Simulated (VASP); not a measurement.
# Ru (P6_3/mmc) in VASP: a series of runs

Ru is run at these levels: revPBE; tasks: single point, relaxation of cell and atoms.

Everything below comes from runs of VASP 6.6.1. Logs are shortened: lines on timing, memory, paths and dates and some standing lists are left out, and cuts for length are marked.

**1. The cell of the first run**

The structure is hexagonal, space group P6_3/mmc (No. 194). The conventional cell has a = 2.720 Å, b = 2.720 Å, c = 8.731 Å, α = 90.00°, β = 90.00°, γ = 120.00°. Ru (site symmetry -3m) has 12 Ru at 2.69 to 2.72 Å within 3.5 Å. Within 3.5 Å of Ru (site symmetry -6m2) lie 12 Ru at 2.69 to 2.72 Å.

**2. Single point, revPBE**

File INCAR:

```
  PREC = Accurate
  ENCUT = 520
  EDIFF = 1E-7
  ISMEAR = -1
  SIGMA = 0.1
  LREAL = False
  LASPH = True
  NELM = 100
  ALGO = Normal
  ISIF = 2
  LWAVE = False
  LCHARG = False
  GGA = RE
  NBANDS = 36
```

File KPOINTS:

```
regular mesh
0
Gamma
  17 17 5
```

File POSCAR:

```
Ru
1.0
    2.7195745511      0.0000000000      0.0000000000
   -1.3597872755      2.3552206487      0.0000000000
    0.0000000000      0.0000000000      8.7307189225
Ru
4
Direct
    0.0000000000      0.0000000000      0.0000000000
    0.0000000000      1.0000000000      0.5000000000
    0.3333333333      0.6666666667      0.2500000000
    0.6666666667      0.3333333333      0.7500000000
```

Potentials or basis: VASP PAW PBE potentials, release 64 (Ru_pv).

Run with:

```bash
cat potpaw_PBE.64/Ru_pv/POTCAR > POTCAR
mpirun -np 1 vasp_std > vasp.out
```

OUTCAR:

```text
PREC = Accurate
   ENCUT = 520
   EDIFF = 1E-7
   ISMEAR = -1
   LREAL = False
   LASPH = True
   NELM = 100
   ISIF = 2
   GGA = RE

 ion  position               nearest neighbor table
   1  0.000  0.000  0.000-   3 2.69   4 2.69   3 2.69   4 2.69   4 2.69   3 2.69
   2  0.000  0.000  0.500-   3 2.69   4 2.69   3 2.69   4 2.69   4 2.69   3 2.69
   3  0.333  0.667  0.250-   1 2.69   2 2.69   1 2.69   2 2.69   1 2.69   2 2.69
   4  0.667  0.333  0.750-   1 2.69   2 2.69   1 2.69   2 2.69   1 2.69   2 2.69

  LATTYP: Found a hexagonal cell.
 ALAT       =     2.7195745511
 C/A-ratio  =     3.2103252764

  Lattice vectors:

 A1 = (   2.7195745511,   0.0000000000,   0.0000000000)
 A2 = (  -1.3597872755,   2.3552206487,   0.0000000000)
 A3 = (   0.0000000000,   0.0000000000,   8.7307189225)

Analysis of symmetry for initial positions (statically):
=====================================================================
 Subroutine PRICEL returns:
 Original cell was already a primitive cell.

 Routine SETGRP: Setting up the symmetry group for a
 hexagonal supercell.

 Subroutine GETGRP returns: Found 24 space group operations
 (whereof 12 operations were pure point group operations)
 out of a pool of 24 trial point group operations.

The static configuration has the point symmetry D_3d.
 The point group associated with its full space group is D_6h.

Analysis of symmetry for dynamics (positions and initial velocities):
=====================================================================
 Subroutine PRICEL returns:
 Original cell was already a primitive cell.

 Routine SETGRP: Setting up the symmetry group for a
 hexagonal supercell.

 Subroutine GETGRP returns: Found 24 space group operations
 (whereof 12 operations were pure point group operations)
 out of a pool of 24 trial point group operations.

The dynamic configuration has the point symmetry D_3d.
 The point group associated with its full space group is D_6h.

 Subroutine INISYM returns: Found 24 space group operations
 (whereof 12 operations are pure point group operations),
 and found     1 'primitive' translations

----------------------------------------------------------------------------------------

                                     Primitive cell

  volume of cell :      55.9220

  direct lattice vectors                    reciprocal lattice vectors
     2.719574551  0.000000000  0.000000000     0.367704573  0.212294334  0.000000000
    -1.359787276  2.355220649  0.000000000     0.000000000  0.424588669  0.000000000
     0.000000000  0.000000000  8.730718922     0.000000000  0.000000000  0.114538105

  length of vectors
     2.719574551  2.719574551  8.730718922     0.424588669  0.424588669  0.114538105

  position of ions in fractional coordinates (direct lattice)
     0.000000000  0.000000000  0.000000000
     0.000000000  0.000000000  0.500000000
     0.333333333  0.666666667  0.250000000
     0.666666667  0.333333333  0.750000000

  ion indices of the primitive-cell ions
   primitive index   ion index
                 1           1
                 2           2
                 3           3
                 4           4

----------------------------------------------------------------------------------------

 KPOINTS: regular mesh

Automatic generation of k-mesh.
 Grid dimensions read from file:
 generate k-points for:   17   17    5

 Generating k-lattice:

  Cartesian coordinates                     Fractional coordinates (reciprocal lattice)
     0.021629681  0.012487902  0.000000000     0.058823529  0.000000000  0.000000000
     0.000000000  0.024975804  0.000000000     0.000000000  0.058823529  0.000000000
     0.000000000  0.000000000  0.022907621     0.000000000  0.000000000  0.200000000

  Length of vectors
     0.024975804  0.024975804  0.022907621

  Shift w.r.t. Gamma in fractional coordinates (k-lattice)
     0.000000000  0.000000000  0.000000000

 Subroutine IBZKPT returns following result:
 ===========================================

 Found     99 irreducible k-points:

 Following reciprocal coordinates:
            Coordinates               Weight
  0.000000  0.000000  0.000000      1.000000
  0.058824 -0.000000  0.000000      6.000000
  0.117647 -0.000000  0.000000      6.000000
  0.176471  0.000000  0.000000      6.000000
  0.235294 -0.000000  0.000000      6.000000
  0.294118  0.000000  0.000000      6.000000
[... 16 lines left out ...]
  0.411765  0.117647  0.000000     12.000000
  0.176471  0.176471  0.000000      6.000000
 [... further k-points ...]
   k-points           NKPTS =     99   k-points in BZ     NKDIM =     99   number of bands    NBANDS=     36
   number of dos      NEDOS =    301   number of ions     NIONS =      4
   total plane-waves  NPLWV =  28000
   dimension x,y,z NGX =    20 NGY =   20 NGZ =   70
   dimension x,y,z NGXF=    40 NGYF=   40 NGZF=  140
   ions per type =               4
   NGX,Y,Z   is equivalent  to a cutoff of  12.23, 12.23, 13.33 a.u.
   NGXF,Y,Z  is equivalent  to a cutoff of  24.45, 24.45, 26.66 a.u.
 SYSTEM =  unknown system
   PREC   = accura    normal or accurate (medium, high low for compatibility)
   ISTART =      0    job   : 0-new  1-cont  2-samecut
   ICHARG =      2    charge: 1-file 2-atom 10-const
   ISPIN  =      1    spin polarized calculation?
   LNONCOLLINEAR =      F non collinear calculations
   LSORBIT =      F    spin-orbit coupling
   LASPH  =      T    aspherical Exc in radial PAW
   ENCUT  =  520.0 eV  38.22 Ry    6.18 a.u.   5.06  5.06 16.23*2*pi/ulx,y,z
   NELM   =    100;   NELMIN=  2; NELMDL= -5     # of ELM steps
   EDIFF  = 0.1E-06   stopping-criterion for ELM
   LREAL  =      F    real-space projection
   EDIFFG = 0.1E-05   stopping-criterion for IOM
   NSW    =      0    number of steps for IOM
   IBRION =     -1    ionic relax: 0-MD 1-quasi-New 2-CG
   NFREE  =      0    steps in history (QN), initial steepest desc. (CG)
   ISIF   =      2    stress and relaxation
   ISYM   =      2    0-nonsym 1-usesym 2-fastsym
   POTIM  = 0.5000    time-step for ionic-motion
   TEBEG  =    0.0;   TEEND  =   0.0 temperature during run
   PSTRESS=    0.0 pullay stress
   NELECT =      56.0000    total number of electrons
   NUPDOWN=      -1.0000    fix difference up-down
   EMIN   =  10.00;   EMAX   =-10.00  energy-range for DOS
   EFERMI =   0.00;   METHOD = LEGACY
   ISMEAR =    -1;   SIGMA  =   0.10  broadening in eV -4-tet -1-fermi 0-gaus
   EFERMI_NEDOS =   21; number of points for ismear=-14 and -15
   IALGO  =     38    algorithm
   IMIX   =      4    mixing-type and parameters
     AMIX     =   0.40;   BMIX     =  1.00
     AMIX_MAG =   1.60;   BMIX_MAG =  1.00
  volume/ion in A,a.u.               =      13.98        94.35
  Fermi-wavevector in a.u.,A,eV,Ry     =   1.637860  3.095106 36.498768  2.682584
  Thomas-Fermi vector in A             =   2.728929
   LORBIT       =      0    0 simple, 1 ext, 2 COOP (PROOUT), +10 PAW based schemes
   GGA     = RE    functional components
   LHFCALC =     F    Hartree Fock is set to
   AEXX    =    0.0000 exact exchange contribution
   IVDW    =     0    specifies the selected vdW correction
   LEPSILON=     F    determine dielectric tensor
   LRPA    =     F    only Hartree local field effects (RPA)
 non-spin polarized calculation
  energy-cutoff  :      520.00
  volume of cell :       55.92
 maximum number of plane-waves:      1535
   NGX = 11   NGY = 11   NGZ = 33

 number of electron      55.9999986 magnetization

 Free energy of the ion-electron system (eV)
  ---------------------------------------------------
  ext. energy  EPLUGINS =         0.00000000
  ---------------------------------------------------
  free energy    TOTEN  =       -34.65044152 eV

  energy without entropy =      -34.49257187  energy(sigma->0) =      -34.57150670

 E-fermi :  12.3383     XC(G=0): -13.8830

 val. band max:       12.3307333470   @ k =   0.3529   0.0588   0.2000
 cond. band min:      12.3437877479   @ k =   0.2941   0.1176   0.2000
 fundamental gap:      0.0130544009
 Fermi energy:        12.3383317795

 k-point     1 :       0.0000    0.0000    0.0000
  band No.  band energies     occupation
      1     -31.1376      2.00000
      2     -30.6723      2.00000
      3     -30.6205      2.00000
      4     -30.2967      2.00000
      5     -30.2967      2.00000
      6     -30.2359      2.00000
[... 28 lines left out ...]
     35      13.8174      0.00000
     36      13.8174      0.00000

 k-point     2 :       0.0588   -0.0000    0.0000
  band No.  band energies     occupation
      1     -31.1269      2.00000
      2     -30.6754      2.00000
      3     -30.6249      2.00000
      4     -30.3205      2.00000
      5     -30.3046      2.00000
      6     -30.2521      2.00000
[... 28 lines left out ...]
     35      13.8345      0.00000
     36      14.9118      0.00000

 k-point     3 :       0.1176   -0.0000    0.0000
  band No.  band energies     occupation
      1     -31.0957      2.00000
      2     -30.6879      2.00000
      3     -30.6419      2.00000
      4     -30.3873      2.00000
      5     -30.3267      2.00000
      6     -30.2942      2.00000
[... 28 lines left out ...]
     35      13.8838      0.00000
     36      16.2548      0.00000
[... 742 lines left out ...]
 k-point    23 :       0.4118    0.1176    0.0000
  band No.  band energies     occupation
      1     -31.0581      2.00000
      2     -31.0417      2.00000
      3     -30.8797      2.00000
      4     -30.8773      2.00000
      5     -30.6400      2.00000
      6     -30.5611      2.00000
[... 28 lines left out ...]
     35      17.4948      0.00000
     36      18.9773      0.00000

 k-point    24 :       0.1765    0.1765    0.0000
  band No.  band energies     occupation
      1     -30.8944      2.00000
      2     -30.8566      2.00000
      3     -30.8391      2.00000
      4     -30.6932      2.00000
      5     -30.6474      2.00000
      6     -30.5070      2.00000
[... 28 lines left out ...]
     35      15.0778      0.00000
     36      20.8865      0.00000

 [... further k-points ...]

------------------------ aborting loop because EDIFF is reached ----------------------------------------

  FORCE on cell =-STRESS in cart. coord.  units (eV):
  Direction    XX          YY          ZZ          XY          YZ          ZX
  --------------------------------------------------------------------------------------
  -------------------------------------------------------------------------------------
  Total       -0.0920261     -0.0920261      0.0208571     -0.0000000      0.0000000      0.0000000
  in kB       -2.6365674     -2.6365674      0.5975607     -0.0000000      0.0000000      0.0000000
  external PRESSURE =      -1.5585247 kB  Pullay stress =       0.0000000 kB

 VOLUME and BASIS-vectors are now :
 -----------------------------------------------------------------------------
  energy-cutoff  :      520.00
  volume of cell :       55.92
      direct lattice vectors                 reciprocal lattice vectors
     2.719574551  0.000000000  0.000000000     0.367704573  0.212294334  0.000000000
    -1.359787276  2.355220649  0.000000000     0.000000000  0.424588669  0.000000000
     0.000000000  0.000000000  8.730718922     0.000000000  0.000000000  0.114538105

 POSITION                                       TOTAL-FORCE (eV/Angst)
 -----------------------------------------------------------------------------------
      0.00000      0.00000      0.00000        -0.000000      0.000000     -0.000000
      0.00000      0.00000      4.36536        -0.000000      0.000000     -0.000000
     -0.00000      1.57015      2.18268         0.000000     -0.000000      0.000000
      1.35979      0.78507      6.54804        -0.000000      0.000000      0.000000
 -----------------------------------------------------------------------------------
    total drift:                                0.000000     -0.000000      0.000000

  FREE ENERGIE OF THE ION-ELECTRON SYSTEM (eV)
  ---------------------------------------------------
  free  energy   TOTEN  =       -34.6504415202 eV

  energy  without entropy=      -34.4925718703  energy(sigma->0) =      -34.57150670
```

Wall time 2.4 min (1 thread of Intel Xeon Platinum 8488C (Sapphire Rapids), shared host); peak memory 0.26 GiB.

What came out:

```
Free energy            : -34.6504 eV
Pressure               : -0.2 GPa
Band gap on the k mesh : zero (bands 28 and 29 overlap by 2.76 eV)
```

Caveat: the PAW data sets were made with another functional, which shifts forces and pressure a little.

**3. Relaxation of cell and atoms, revPBE**

This run uses another cell than the first one, of 13.55 Å³/atom.

File INCAR:

```
SYSTEM = Ru
PREC = Accurate
ENCUT = 600
EDIFF = 1E-6
ISMEAR = -1
SIGMA = 0.1
LREAL = .False.
LASPH = .True.
NELM = 80
ALGO = Normal
ISIF = 3
LWAVE = .False.
LCHARG = .False.
GGA = RE
IBRION = 2
NSW = 80
EDIFFG = -0.01
```

File KPOINTS:

```
Automatic mesh
0
Gamma
  13 13 4
  0 0 0
```

File POSCAR:

```
Ru
1.0
    2.6763033576      0.0000000000      0.0000000000
   -1.3381516788      2.3177466960      0.0000000000
    0.0000000000      0.0000000000      8.7408067661
Ru
4
Direct
    0.0000000000      0.0000000000      0.0000000000
    0.0000000000      0.0000000000      0.5000000000
    0.3333333333      0.6666666667      0.2500000000
    0.6666666667      0.3333333333      0.7500000000
```

Potentials or basis: VASP PAW PBE potentials, release 64 (Ru_pv).

Run with:

```bash
cat potpaw_PBE.64/Ru_pv/POTCAR > POTCAR
mpirun -np 1 vasp_std > vasp.out
```

OUTCAR:

```text
SYSTEM = Ru
   PREC = Accurate
   ENCUT = 600
   EDIFF = 1E-6
   ISMEAR = -1
   LREAL = .False.
   LASPH = .True.
   NELM = 80
   ISIF = 3
   GGA = RE
   IBRION = 2
   NSW = 80
   EDIFFG = -0.01

 ion  position               nearest neighbor table
   1  0.000  0.000  0.000-   3 2.68   4 2.68   4 2.68   3 2.68   4 2.68   3 2.68
   2  0.000  0.000  0.500-   3 2.68   4 2.68   4 2.68   3 2.68   4 2.68   3 2.68
   3  0.333  0.667  0.250-   1 2.68   2 2.68   1 2.68   2 2.68   1 2.68   2 2.68
   4  0.667  0.333  0.750-   1 2.68   2 2.68   1 2.68   2 2.68   1 2.68   2 2.68

  LATTYP: Found a hexagonal cell.
 ALAT       =     2.6763033576
 C/A-ratio  =     3.2660000001

  Lattice vectors:

 A1 = (   2.6763033576,   0.0000000000,   0.0000000000)
 A2 = (  -1.3381516788,   2.3177466960,   0.0000000000)
 A3 = (   0.0000000000,   0.0000000000,   8.7408067661)

Analysis of symmetry for initial positions (statically):
=====================================================================
 Subroutine PRICEL returns:
 Original cell was already a primitive cell.

 Routine SETGRP: Setting up the symmetry group for a
 hexagonal supercell.

 Subroutine GETGRP returns: Found 24 space group operations
 (whereof 12 operations were pure point group operations)
 out of a pool of 24 trial point group operations.

The static configuration has the point symmetry D_3d.
 The point group associated with its full space group is D_6h.

Analysis of symmetry for dynamics (positions and initial velocities):
=====================================================================
 Subroutine PRICEL returns:
 Original cell was already a primitive cell.

 Routine SETGRP: Setting up the symmetry group for a
 hexagonal supercell.

 Subroutine GETGRP returns: Found 24 space group operations
 (whereof 12 operations were pure point group operations)
 out of a pool of 24 trial point group operations.

The dynamic configuration has the point symmetry D_3d.
[... 131 lines left out ...]
   AEXX    =    0.0000 exact exchange contribution
   IVDW    =     0    specifies the selected vdW correction
   LEPSILON=     F    determine dielectric tensor
   LRPA    =     F    only Hartree local field effects (RPA)
 conjugate gradient relaxation of ions
 non-spin polarized calculation
  energy-cutoff  :      600.00
  volume of cell :       54.22
 maximum number of plane-waves:      1841
 NGX is ok and might be reduce to    24
   NGX = 11   NGY = 11   NGZ = 35

--------------------------------------- Ionic step        1  -------------------------------------------

 number of electron      55.9999982 magnetization

 Free energy of the ion-electron system (eV)
  ---------------------------------------------------
  ext. energy  EPLUGINS =         0.00000000
  ---------------------------------------------------
  free energy    TOTEN  =       -34.57918404 eV

  energy without entropy =      -34.42048918  energy(sigma->0) =      -34.49983661

------------------------ aborting loop because EDIFF is reached ----------------------------------------

  FORCE on cell =-STRESS in cart. coord.  units (eV):
  Direction    XX          YY          ZZ          XY          YZ          ZX
  --------------------------------------------------------------------------------------
  -------------------------------------------------------------------------------------
  Total        4.1517371      4.1517371      1.5245800      0.0000000      0.0000000      0.0000000
  in kB      122.6839073    122.6839073     45.0513676      0.0000000      0.0000000      0.0000000
  external PRESSURE =      96.8063941 kB  Pullay stress =       0.0000000 kB
[... 177 lines left out ...]
--------------------------------------- Ionic step        6  -------------------------------------------

 number of electron      55.9999994 magnetization

 Free energy of the ion-electron system (eV)
  ---------------------------------------------------
  ext. energy  EPLUGINS =         0.00000000
  ---------------------------------------------------
  free energy    TOTEN  =       -34.64199175 eV

  energy without entropy =      -34.47830166  energy(sigma->0) =      -34.56014670

 E-fermi :  12.3709     XC(G=0): -13.8856

 val. band max:       12.3628341854   @ k =   0.0769   0.0000   0.2500
 cond. band min:      12.3798361192   @ k =   0.3077   0.0769   0.5000
 fundamental gap:      0.0170019337
 Fermi energy:        12.3708517133

 k-point     1 :       0.0000    0.0000    0.0000
  band No.  band energies     occupation
      1     -31.1225      2.00000
      2     -30.6578      2.00000
      3     -30.6030      2.00000
      4     -30.2809      2.00000
      5     -30.2809      2.00000
      6     -30.2197      2.00000
[... 853 lines left out ...]
     32      12.5650      0.25088
     33      13.1218      0.00109

 [... further k-points ...]

------------------------ aborting loop because EDIFF is reached ----------------------------------------

  FORCE on cell =-STRESS in cart. coord.  units (eV):
  Direction    XX          YY          ZZ          XY          YZ          ZX
  --------------------------------------------------------------------------------------
  -------------------------------------------------------------------------------------
  Total        0.0004322      0.0004322     -0.0126368      0.0000000      0.0000000      0.0000000
  in kB        0.0123889      0.0123889     -0.3622665      0.0000000      0.0000000      0.0000000
  external PRESSURE =      -0.1124962 kB  Pullay stress =       0.0000000 kB
[... 19 lines left out ...]
  FREE ENERGIE OF THE ION-ELECTRON SYSTEM (eV)
  ---------------------------------------------------
  free  energy   TOTEN  =       -34.6419917500 eV

  energy  without entropy=      -34.4783016583  energy(sigma->0) =      -34.56014670

 reached required accuracy - stopping structural energy minimisation
```

Wall time 7.2 min (1 thread of Intel Xeon Platinum 8488C (Sapphire Rapids), shared host); peak memory 0.26 GiB.

What came out:

```yaml
Free_energy: -34.6420 eV
Relaxed_volume: 13.97 Å³/atom
Relaxed_cell: a = 2.719 Å, b = 2.719 Å, c = 8.730 Å, α = 90.00°, β = 90.00°, γ = 120.00°
Space_group_after_relaxing_to_0.1_Å: P6_3/mmc (No. 194)
Energy_gained_by_relaxing: 15.7 meV/atom
Ionic_steps: 6
Pressure_after_relaxing: 0.0 GPa
Band_gap_on_the_k_mesh: zero (bands 28 and 29 overlap by 2.72 eV)
```

The path:
| step | energy change (eV) | largest force (eV/Å) | pressure (GPa) | volume (Å³) |
| --- | --- | --- | --- | --- |
| 1 | 0.0000 | 0.0000 | 9.68 | 54.22 |
| 2 | 0.2892 | 0.0000 | -20.30 | 60.88 |
| 3 | -0.0590 | 0.0000 | -0.95 | 56.07 |
| 4 | -0.0591 | 0.0000 | -0.65 | 56.01 |
| 5 | -0.0612 | 0.0000 | 0.46 | 55.81 |
| 6 | -0.0628 | 0.0000 | -0.01 | 55.89 |

Final structure:
```cif
data_structure
_symmetry_space_group_name_H-M 'P 1'
_symmetry_Int_Tables_number 1
_cell_length_a 2.7189
_cell_length_b 2.7189
_cell_length_c 8.7300
_cell_angle_alpha 90.000
_cell_angle_beta 90.000
_cell_angle_gamma 120.000
_cell_volume 55.89
loop_
_atom_site_label
_atom_site_type_symbol
_atom_site_fract_x
_atom_site_fract_y
_atom_site_fract_z
_atom_site_occupancy
Ru1 Ru 0.00000 0.00000 0.00000 1
Ru2 Ru 0.00000 0.00000 0.50000 1
Ru3 Ru 0.33333 0.66667 0.25000 1
Ru4 Ru 0.66667 0.33333 0.75000 1
```

Caveat: the PAW data sets were made with another functional, which shifts forces and pressure a little.
